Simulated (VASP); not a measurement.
# InP in VASP: a series of runs

Runs on InP. Level: PBE. Tasks: single point.

All numbers are computed with VASP 6.6.1; they aren't measurements. Logs are shortened: lines on timing, memory, paths and dates and some standing lists are left out, and cuts for length are marked.

### Step 1. The cell of the first run

The cell holds a slab with vacuum, 8 atoms: a = 4.214 Å, b = 4.214 Å, c = 25.430 Å, α = 90.00°, β = 90.00°, γ = 90.00°.

### Step 2. Single point, PBE

INCAR

```
PREC = Accurate ; ENCUT = 520
EDIFF = 1E-7 ; ISMEAR = 0
SIGMA = 0.05 ; LREAL = F
LASPH = T ; NELM = 100
ALGO = Fast ; ISIF = 2
LWAVE = F ; LCHARG = F
LDIPOL = T ; IDIPOL = 3
DIPOL = 0.5 0.5 0.500 ; GGA = PE
NBANDS = 46
```

KPOINTS

```
Automatic mesh
0
Gamma
  8 8 1
```

POSCAR

```
InP
1.0
    4.2144047934      0.0000000000      0.0000000000
    0.0000000000      4.2144047934      0.0000000000
    0.0000000000      0.0000000000     25.4301197284
P In
4 4
Direct
    0.0000000000      0.5000000000      0.2949258627
    0.5000000000      0.0000000000      0.4121110840
    0.0000000000      0.5000000000      0.5292963053
    0.5000000000      0.0000000000      0.6464815266
    0.5000000000      0.5000000000      0.3535184734
    0.0000000000      0.0000000000      0.4707036947
    0.5000000000      0.5000000000      0.5878889160
    0.0000000000      0.0000000000      0.7050741373
```

Potentials or basis: VASP PAW PBE potentials, release 64 (P, In_d).

Command:

```
$ cat potpaw_PBE.64/P/POTCAR potpaw_PBE.64/In_d/POTCAR > POTCAR
$ mpirun -np 1 vasp_std > vasp.out
```

OUTCAR:

```text
PREC = Accurate
   ENCUT = 520
   EDIFF = 1E-7
   ISMEAR = 0
   LREAL = F
   LASPH = T
   NELM = 100
   ISIF = 2
   GGA = PE

 ion  position               nearest neighbor table
   1  0.000  0.500  0.295-   5 2.58   5 2.58
   2  0.500  0.000  0.412-   5 2.58   5 2.58   6 2.58   6 2.58
   3  0.000  0.500  0.529-   6 2.58   6 2.58   7 2.58   7 2.58
   4  0.500  0.000  0.646-   7 2.58   7 2.58   8 2.58   8 2.58
   5  0.500  0.500  0.354-   2 2.58   2 2.58   1 2.58   1 2.58
   6  0.000  0.000  0.471-   3 2.58   3 2.58   2 2.58   2 2.58
   7  0.500  0.500  0.588-   4 2.58   4 2.58   3 2.58   3 2.58
   8  0.000  0.000  0.705-   4 2.58   4 2.58

  LATTYP: Found a simple tetragonal cell.
 ALAT       =     4.2144047934
 C/A-ratio  =     6.0340951985

  Lattice vectors:

 A1 = (   4.2144047934,   0.0000000000,   0.0000000000)
 A2 = (   0.0000000000,   4.2144047934,   0.0000000000)
 A3 = (   0.0000000000,   0.0000000000,  25.4301197284)

Analysis of symmetry for initial positions (statically):
=====================================================================
 Subroutine PRICEL returns:
 Original cell was already a primitive cell.

 Routine SETGRP: Setting up the symmetry group for a
 simple tetragonal supercell.

 Subroutine GETGRP returns: Found  4 space group operations
 (whereof  4 operations were pure point group operations)
 out of a pool of 16 trial point group operations.

The static configuration has the point symmetry C_2v.

Analysis of symmetry for dynamics (positions and initial velocities):
=====================================================================
 Subroutine PRICEL returns:
 Original cell was already a primitive cell.

 Routine SETGRP: Setting up the symmetry group for a
 simple tetragonal supercell.

 Subroutine GETGRP returns: Found  4 space group operations
 (whereof  4 operations were pure point group operations)
 out of a pool of 16 trial point group operations.

The dynamic configuration has the point symmetry C_2v.

 Subroutine INISYM returns: Found  4 space group operations
 (whereof  4 operations are pure point group operations),
 and found     1 'primitive' translations

----------------------------------------------------------------------------------------

                                     Primitive cell

  volume of cell :     451.6696

  direct lattice vectors                    reciprocal lattice vectors
     4.214404793  0.000000000  0.000000000     0.237281431  0.000000000  0.000000000
     0.000000000  4.214404793  0.000000000     0.000000000  0.237281431  0.000000000
     0.000000000  0.000000000 25.430119728     0.000000000  0.000000000  0.039323448

  length of vectors
     4.214404793  4.214404793 25.430119728     0.237281431  0.237281431  0.039323448

  position of ions in fractional coordinates (direct lattice)
     0.000000000  0.500000000  0.294925863
     0.500000000  0.000000000  0.412111084
     0.000000000  0.500000000  0.529296305
     0.500000000  0.000000000  0.646481527
     0.500000000  0.500000000  0.353518473
     0.000000000  0.000000000  0.470703695
     0.500000000  0.500000000  0.587888916
     0.000000000  0.000000000  0.705074137

  ion indices of the primitive-cell ions
   primitive index   ion index
                 1           1
                 2           2
                 3           3
                 4           4
                 5           5
                 6           6
                 7           7
                 8           8

----------------------------------------------------------------------------------------

 KPOINTS: Automatic mesh

Automatic generation of k-mesh.
 Grid dimensions read from file:
 generate k-points for:    8    8    1

 Generating k-lattice:

  Cartesian coordinates                     Fractional coordinates (reciprocal lattice)
     0.029660179  0.000000000  0.000000000     0.125000000  0.000000000  0.000000000
     0.000000000  0.029660179  0.000000000     0.000000000  0.125000000  0.000000000
     0.000000000  0.000000000  0.039323448     0.000000000  0.000000000  1.000000000

  Length of vectors
     0.029660179  0.029660179  0.039323448

  Shift w.r.t. Gamma in fractional coordinates (k-lattice)
     0.000000000  0.000000000  0.000000000

 Subroutine IBZKPT returns following result:
 ===========================================

 Found     25 irreducible k-points:

 Following reciprocal coordinates:
            Coordinates               Weight
  0.000000  0.000000  0.000000      1.000000
  0.125000  0.000000  0.000000      2.000000
  0.000000  0.125000  0.000000      2.000000
  0.250000  0.000000  0.000000      2.000000
  0.000000  0.250000  0.000000      2.000000
  0.375000  0.000000  0.000000      2.000000
[... 16 lines left out ...]
  0.500000  0.375000  0.000000      2.000000
 -0.375000  0.500000  0.000000      2.000000
   k-points           NKPTS =     25   k-points in BZ     NKDIM =     25   number of bands    NBANDS=     46
   number of dos      NEDOS =    301   number of ions     NIONS =      8
   total plane-waves  NPLWV = 196608
   dimension x,y,z NGX =    32 NGY =   32 NGZ =  192
   dimension x,y,z NGXF=    64 NGYF=   64 NGZF=  384
   ions per type =               4   4
   NGX,Y,Z   is equivalent  to a cutoff of  12.62, 12.62, 12.55 a.u.
   NGXF,Y,Z  is equivalent  to a cutoff of  25.25, 25.25, 25.10 a.u.
 SYSTEM =  unknown system
   PREC   = accura    normal or accurate (medium, high low for compatibility)
   ISTART =      0    job   : 0-new  1-cont  2-samecut
   ICHARG =      2    charge: 1-file 2-atom 10-const
   ISPIN  =      1    spin polarized calculation?
   LNONCOLLINEAR =      F non collinear calculations
   LSORBIT =      F    spin-orbit coupling
   LASPH  =      T    aspherical Exc in radial PAW
   ENCUT  =  520.0 eV  38.22 Ry    6.18 a.u.   7.84  7.84 47.28*2*pi/ulx,y,z
   NELM   =    100;   NELMIN=  2; NELMDL= -5     # of ELM steps
   EDIFF  = 0.1E-06   stopping-criterion for ELM
   LREAL  =      F    real-space projection
   EDIFFG = 0.1E-05   stopping-criterion for IOM
   NSW    =      0    number of steps for IOM
   IBRION =     -1    ionic relax: 0-MD 1-quasi-New 2-CG
   NFREE  =      0    steps in history (QN), initial steepest desc. (CG)
   ISIF   =      2    stress and relaxation
   ISYM   =      2    0-nonsym 1-usesym 2-fastsym
   POTIM  = 0.5000    time-step for ionic-motion
   TEBEG  =    0.0;   TEEND  =   0.0 temperature during run
   PSTRESS=    0.0 pullay stress
   NELECT =      72.0000    total number of electrons
   NUPDOWN=      -1.0000    fix difference up-down
   EMIN   =  10.00;   EMAX   =-10.00  energy-range for DOS
   EFERMI =   0.00;   METHOD = LEGACY
   ISMEAR =     0;   SIGMA  =   0.05  broadening in eV -4-tet -1-fermi 0-gaus
   EFERMI_NEDOS =   21; number of points for ismear=-14 and -15
   IALGO  =     68    algorithm
   IMIX   =      4    mixing-type and parameters
     AMIX     =   0.40;   BMIX     =  1.00
     AMIX_MAG =   1.60;   BMIX_MAG =  1.00
  volume/ion in A,a.u.               =      56.46       381.00
  Fermi-wavevector in a.u.,A,eV,Ry     =   0.887657  1.677429 10.720515  0.787936
  Thomas-Fermi vector in A             =   2.008984
   LORBIT       =      0    0 simple, 1 ext, 2 COOP (PROOUT), +10 PAW based schemes
   GGA     = PE    functional components
   LHFCALC =     F    Hartree Fock is set to
   AEXX    =    0.0000 exact exchange contribution
   IVDW    =     0    specifies the selected vdW correction
   LEPSILON=     F    determine dielectric tensor
   LRPA    =     F    only Hartree local field effects (RPA)
 non-spin polarized calculation
 RMM-DIIS sequential band-by-band and
 Gauss-broadening in eV      SIGMA  =   0.05
  energy-cutoff  :      520.00
  volume of cell :      451.67
 maximum number of plane-waves:     12200
   NGX = 15   NGY = 15   NGZ = 95

 number of electron      72.0000036 magnetization

 dipolmoment           0.000000      0.000000     -0.163515 electrons x Angstroem

 Free energy of the ion-electron system (eV)
  ---------------------------------------------------
  ext. energy  EPLUGINS =         0.00000000
  ---------------------------------------------------
  free energy    TOTEN  =       -30.16375983 eV

  energy without entropy =      -30.15371857  energy(sigma->0) =      -30.15873920

 E-fermi :  -0.5746     XC(G=0):  -4.9185

 val. band max:       -0.5799292130   @ k =  -0.2500   0.3750   0.0000
 cond. band min:      -0.5632428564   @ k =   0.0000   0.1250   0.0000
 fundamental gap:      0.0166863566
 Fermi energy:        -0.5745844291

 k-point     1 :       0.0000    0.0000    0.0000
  band No.  band energies     occupation
      1     -15.1363      2.00000
      2     -15.0118      2.00000
      3     -15.0064      2.00000
      4     -14.9935      2.00000
      5     -14.9339      2.00000
      6     -14.8884      2.00000
[... 38 lines left out ...]
     45       3.1680      0.00000
     46       3.6518      0.00000

 k-point     2 :       0.1250    0.0000    0.0000
  band No.  band energies     occupation
      1     -15.1301      2.00000
      2     -15.0131      2.00000
      3     -15.0112      2.00000
      4     -14.9925      2.00000
      5     -14.9309      2.00000
      6     -14.8922      2.00000
[... 38 lines left out ...]
     45       3.4714      0.00000
     46       3.5076      0.00000

 k-point     3 :       0.0000    0.1250    0.0000
  band No.  band energies     occupation
      1     -15.1321      2.00000
      2     -15.0289      2.00000
      3     -14.9927      2.00000
      4     -14.9912      2.00000
      5     -14.9316      2.00000
      6     -14.8921      2.00000
[... 1018 lines left out ...]
     45       4.2746      0.00000
     46       4.5293      0.00000

 k-point    24 :      -0.3750    0.5000    0.0000
  band No.  band energies     occupation
      1     -15.1418      2.00000
      2     -15.0958      2.00000
      3     -14.9570      2.00000
      4     -14.9383      2.00000
      5     -14.9158      2.00000
      6     -14.9133      2.00000
[... 38 lines left out ...]
     45       3.8191      0.00000
     46       4.3394      0.00000

 [... further k-points ...]

------------------------ aborting loop because EDIFF is reached ----------------------------------------

 vacuum level on the upper side and lower side of the slab       (xc-potential included)        -0.891         0.748

  FORCE on cell =-STRESS in cart. coord.  units (eV):
  Direction    XX          YY          ZZ          XY          YZ          ZX
  --------------------------------------------------------------------------------------
  -------------------------------------------------------------------------------------
  Total       -0.2750681     -0.9078271      0.8289684      0.0000000      0.0000000      0.0000000
  in kB       -0.9757306     -3.2202742      2.9405438      0.0000000      0.0000000      0.0000000
  external PRESSURE =      -0.4184870 kB  Pullay stress =       0.0000000 kB

 VOLUME and BASIS-vectors are now :
 -----------------------------------------------------------------------------
  energy-cutoff  :      520.00
  volume of cell :      451.67
      direct lattice vectors                 reciprocal lattice vectors
     4.214404793  0.000000000  0.000000000     0.237281431  0.000000000  0.000000000
     0.000000000  4.214404793  0.000000000     0.000000000  0.237281431  0.000000000
     0.000000000  0.000000000 25.430119728     0.000000000  0.000000000  0.039323448

 POSITION                                       TOTAL-FORCE (eV/Angst)
 -----------------------------------------------------------------------------------
      0.00000      2.10720      7.50000         0.000000      0.000000      0.231509
      2.10720      0.00000     10.48003         0.000000      0.000000      0.435301
      0.00000      2.10720     13.46007         0.000000      0.000000      0.220070
      2.10720      0.00000     16.44010         0.000000      0.000000     -0.305241
      2.10720      2.10720      8.99002         0.000000      0.000000     -0.492811
      0.00000      0.00000     11.97005         0.000000      0.000000     -0.311147
      2.10720      2.10720     14.95009         0.000000      0.000000     -0.271352
      0.00000      0.00000     17.93012         0.000000      0.000000      0.493671
 -----------------------------------------------------------------------------------
    total drift:                                0.000000     -0.000000      0.005163

  FREE ENERGIE OF THE ION-ELECTRON SYSTEM (eV)
  ---------------------------------------------------
  free  energy   TOTEN  =       -30.1637598345 eV

  energy  without entropy=      -30.1537185660  energy(sigma->0) =      -30.15873920

 vacuum level on the upper side and lower side of the slab         3.845         5.524
```

Run time: 28 min. Hardware: 1 thread of Oxide Virtual Turin-like, shared host; peak memory 0.66 GiB.

Results:

| Property | Result |
| --- | --- |
| Free energy | -30.1638 eV |
| Largest force | 0.494 eV/Å |
| Band gap on the k mesh | zero (bands 36 and 37 overlap by 0.39 eV) |

Forces on the atoms (eV/Å):
```
P    0.000  0.000  0.232
P    0.000  0.000  0.435
P    0.000  0.000  0.220
P    0.000  0.000 -0.305
In   0.000  0.000 -0.493
In   0.000  0.000 -0.311
In   0.000  0.000 -0.271
In   0.000  0.000  0.494
```

Levels at points of the mesh, in eV from the Fermi level:
```tsv
k point	band 34	band 35	band 36	band 37	band 38	band 39
(0.00, 0.00, 0.00)	-0.74	-0.02	0.21	0.75	1.58	1.88
(0.50, 0.00, 0.00)	-0.81	-0.80	-0.32	0.90	1.53	2.11
(0.00, 0.50, 0.00)	-0.63	-0.35	-0.27	0.08	0.47	2.30
(0.50, 0.50, 0.00)	-1.97	-0.67	-0.50	-0.03	0.32	2.30
```

Caveat: spin-orbit coupling is left out, which moves the levels of the heavy elements.

### Step 3. Single point, PBE

INCAR

```
  ALGO = Fast
  DIPOL = 0.5 0.5 0.500
  EDIFF = 1E-6
  ENCUT = 520
  GGA = PE
  IDIPOL = 3
  ISIF = 2
  ISMEAR = 0
  LASPH = True
  LCHARG = True
  LDIPOL = True
  LELF = True
  LREAL = False
  LVACPOTAV = True
  LVHAR = True
  LWAVE = False
  NBANDS = 46
  NELM = 60
  PREC = Accurate
  SIGMA = 0.05
```

KPOINTS

```
k-points
0
Gamma
  8 8 1
```

POSCAR

```
InP
1.0
    4.2144047934      0.0000000000      0.0000000000
    0.0000000000      4.2144047934      0.0000000000
    0.0000000000      0.0000000000     25.4301197284
P In
4 4
Direct
    0.0000000000      0.5000000000      0.2951001432
    0.5000000000      0.0000000000      0.4125091004
    0.0000000000      0.5000000000      0.5291840153
    0.5000000000      0.0000000000      0.6464285548
    0.5000000000      0.5000000000      0.3512430965
    0.0000000000      0.0000000000      0.4693066617
    0.5000000000      0.5000000000      0.5870476660
    0.0000000000      0.0000000000      0.7091807621
```

Potentials or basis: VASP PAW PBE potentials, release 64 (P, In_d).

Command:

```
$ cat potpaw_PBE.64/P/POTCAR potpaw_PBE.64/In_d/POTCAR > POTCAR
$ mpirun -np 1 vasp_std > vasp.out
```

Wall time 24 min (1 thread of Oxide Virtual Turin-like, shared host); peak memory 0.66 GiB.

The run converged. Its results:

```
Free energy            : -30.2145 eV
Largest force          : 0.017 eV/Å
Band gap on the k mesh : zero (bands 36 and 37 overlap by 0.39 eV)
```

Forces in eV/Å, atoms in the order of the input:
```
P    0.000  0.000  0.009
P    0.000  0.000  0.006
P    0.000  0.000 -0.007
P    0.000  0.000  0.017
In   0.000  0.000 -0.009
In   0.000  0.000  0.000
In   0.000  0.000 -0.007
In   0.000  0.000 -0.009
```

Levels at points of the mesh, in eV from the Fermi level:
```
           k point  band 33  band 34  band 35  band 36  band 37  band 38  band 39  band 40
(0.00, 0.00, 0.00)    -0.73    -0.58    -0.11     0.22     0.72     1.67     1.99     2.26
(0.50, 0.00, 0.00)    -1.00    -0.80    -0.68    -0.32     0.87     1.65     2.22     2.72
(0.00, 0.50, 0.00)    -0.86    -0.64    -0.41    -0.32     0.07     0.53     2.33     2.36
(0.50, 0.50, 0.00)    -2.23    -1.98    -0.68    -0.53    -0.03     0.53     2.36     2.61
```

Caveat: spin-orbit coupling is left out, which moves the levels of the heavy elements.

The gap in the log of VASP goes by the Fermi energy; the results here count the filled bands.